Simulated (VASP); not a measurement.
Input of a VASP 6.6.1 run:

File INCAR:

```
SYSTEM = TaSi47
  PREC = Accurate
  ENCUT = 520
  EDIFF = 1E-8
  ISMEAR = -1
  SIGMA = 0.01
  LREAL = Auto
  LASPH = .TRUE.
  NELM = 100
  ALGO = Normal
  ISIF = 2
  LWAVE = .FALSE.
  LCHARG = .FALSE.
  GGA = PE
  LEFG = .TRUE.
  NELECT = 198.0
  NBANDS = 130
```

KPOINTS

```
Automatic mesh
0
G
  2 3 2
  0 0 0
```

File POSCAR:

```
TaSi47
1.0
   11.3844000000      0.0000000000      0.0000000000
   -3.7948000000      6.5727864046      0.0000000000
    0.0000000000      0.0000000000     12.7099000000
Si Ta
47 1
Direct
    0.0000000000      0.0000000000      0.4062000000
    0.0000000000      0.5000000000      0.4062000000
    0.3333333333      0.0000000000      0.4062000000
    0.3333333333      0.5000000000      0.4062000000
    0.6666666667      0.0000000000      0.4062000000
    0.6666666667      0.5000000000      0.4062000000
    0.0000000000      0.0000000000      0.9062000000
    0.0000000000      0.5000000000      0.9062000000
    0.3333333333      0.0000000000      0.9062000000
    0.3333333333      0.5000000000      0.9062000000
    0.6666666667      0.0000000000      0.9062000000
    0.6666666667      0.5000000000      0.9062000000
    0.0000000000      0.0000000000      0.0938000000
    0.0000000000      0.5000000000      0.0938000000
    0.3333333333      0.0000000000      0.0938000000
    0.3333333333      0.5000000000      0.0938000000
    0.6666666667      0.0000000000      0.0938000000
    0.6666666667      0.5000000000      0.0938000000
    0.0000000000      0.0000000000      0.5938000000
    0.0000000000      0.5000000000      0.5938000000
    0.3333333333      0.0000000000      0.5938000000
    0.3333333333      0.5000000000      0.5938000000
    0.6666666667      0.0000000000      0.5938000000
    0.6666666667      0.5000000000      0.5938000000
    0.1111111111      0.8333333334      0.3437000000
    0.4444444444      0.3333333334      0.3437000000
    0.4444444444      0.8333333334      0.3437000000
    0.7777777778      0.3333333334      0.3437000000
    0.7777777778      0.8333333334      0.3437000000
    0.2222222222      0.1666666666      0.8437000000
    0.2222222222      0.6666666666      0.8437000000
    0.5555555556      0.1666666666      0.8437000000
    0.5555555556      0.6666666666      0.8437000000
    0.8888888889      0.1666666666      0.8437000000
    0.8888888889      0.6666666666      0.8437000000
    0.1111111111      0.3333333334      0.1563000000
    0.1111111111      0.8333333334      0.1563000000
    0.4444444444      0.3333333334      0.1563000000
    0.4444444444      0.8333333334      0.1563000000
    0.7777777778      0.3333333334      0.1563000000
    0.7777777778      0.8333333334      0.1563000000
    0.2222222222      0.1666666666      0.6563000000
    0.2222222222      0.6666666666      0.6563000000
    0.5555555556      0.1666666666      0.6563000000
    0.5555555556      0.6666666666      0.6563000000
    0.8888888889      0.1666666666      0.6563000000
    0.8888888889      0.6666666666      0.6563000000
    0.1111111111      0.3333333334      0.3437000000
```

Potentials or basis: VASP PAW PBE potentials, release 64 (Si, Ta_pv).

Command:

```sh
$ cat potpaw_PBE.64/Si/POTCAR potpaw_PBE.64/Ta_pv/POTCAR > POTCAR
$ mpirun -np 1 vasp_std > vasp.out
```

**Question.** What does it give for the largest force?

**Answer.** 2.780 eV/Å.

Electric field gradients, principal values (V/Å²):
```tsv
atom	least	middle	greatest (by size)
1 Si	18.484	26.408	-44.892
2 Si	20.726	25.146	-45.872
3 Si	-0.938	-4.621	5.560
4 Si	19.329	27.259	-46.588
5 Si	0.346	4.828	-5.174
6 Si	1.219	3.777	-4.996
7 Si	-4.614	-5.426	10.040
8 Si	-4.966	-5.088	10.054
9 Si	-4.394	-4.665	9.059
10 Si	-4.526	-5.111	9.637
11 Si	-3.768	-4.740	8.508
12 Si	-3.532	-4.907	8.439
13 Si	-1.855	-10.851	12.706
14 Si	-2.095	-10.622	12.717
15 Si	-3.966	-4.253	8.219
16 Si	-1.452	-11.109	12.561
17 Si	-3.934	-4.244	8.177
18 Si	-4.101	-4.185	8.287
19 Si	-8.281	-10.593	18.874
20 Si	-8.474	-10.502	18.976
21 Si	-4.553	-4.788	9.340
22 Si	-8.268	-10.179	18.447
23 Si	-3.966	-4.910	8.876
24 Si	-3.788	-5.232	9.020
25 Si	-3.478	-13.678	17.156
26 Si	-2.054	-9.427	11.481
27 Si	-0.969	-9.430	10.399
28 Si	-1.691	-9.738	11.428
29 Si	-1.000	-9.817	10.817
30 Si	-3.906	-4.237	8.143
31 Si	-3.882	-4.329	8.211
32 Si	-3.410	-3.697	7.108
33 Si	-3.168	-4.768	7.936
34 Si	-3.784	-4.330	8.114
35 Si	-4.319	-5.642	9.961
36 Si	21.964	22.544	-44.507
37 Si	-4.154	-5.547	9.701
38 Si	-3.866	-5.257	9.123
39 Si	-4.043	-4.753	8.796
40 Si	-4.198	-4.717	8.915
41 Si	-3.896	-4.933	8.830
42 Si	-2.503	-3.939	6.443
43 Si	-2.589	-3.969	6.559
44 Si	-3.112	-3.798	6.910
45 Si	-2.497	-5.257	7.754
46 Si	-2.504	-3.670	6.175
47 Si	-3.283	-5.705	8.988
48 Ta	4.714	22.888	-27.602
```

Caveat: the cell carries a net charge on a neutralising background, which shifts energy and pressure; without QUAD_EFG the Cq values of the log hold for a quadrupole moment of 1 mb, not for the nuclei.
